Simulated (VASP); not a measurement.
ZnO, 4 atoms in the cell. It takes space group P6_3mc (No. 186, hexagonal). Conventional cell: a = 3.242 Å, b = 3.242 Å, c = 5.228 Å, α = 90.00°, β = 90.00°, γ = 120.00°. Within 2.6 Å of Zn (site symmetry 3m) lie 4 O at 1.98 Å. O (site symmetry 3m) has 4 Zn at 1.98 Å within 2.6 Å. 

```yaml
Program: VASP 6.6.1
Task: single point
Functional: PBEsol
Potentials_or_basis: VASP PAW PBE potentials, release 64 (Zn, O)
Cutoff: 520 eV
k_mesh: 8 × 8 × 6
Occupations: gaussian, width 0.05 eV
Spin: no spin polarisation
Dipole_correction: no
Further_INCAR_settings: ALGO = Normal; EDIFF = 1e-07; NBANDS = 26
```

Potentials or basis: VASP PAW PBE potentials, release 64 (Zn, O).

Run with:

```console
$ cat potpaw_PBE.64/Zn/POTCAR potpaw_PBE.64/O/POTCAR > POTCAR
$ mpirun -np 1 vasp_std > vasp.out
```

Hardware: 1 thread of Intel(R) Xeon(R) Platinum 8259CL CPU @ 2.50GHz (Skylake/Cascade Lake) (shared host).

**Question.** Estimate the wall time of this run.

**Answer.** It took 40 s on 1 thread of Intel(R) Xeon(R) Platinum 8259CL CPU @ 2.50GHz (Skylake/Cascade Lake), on a shared host, peak memory 0.18 GiB. Counts: scf iterations 16, k points 40.
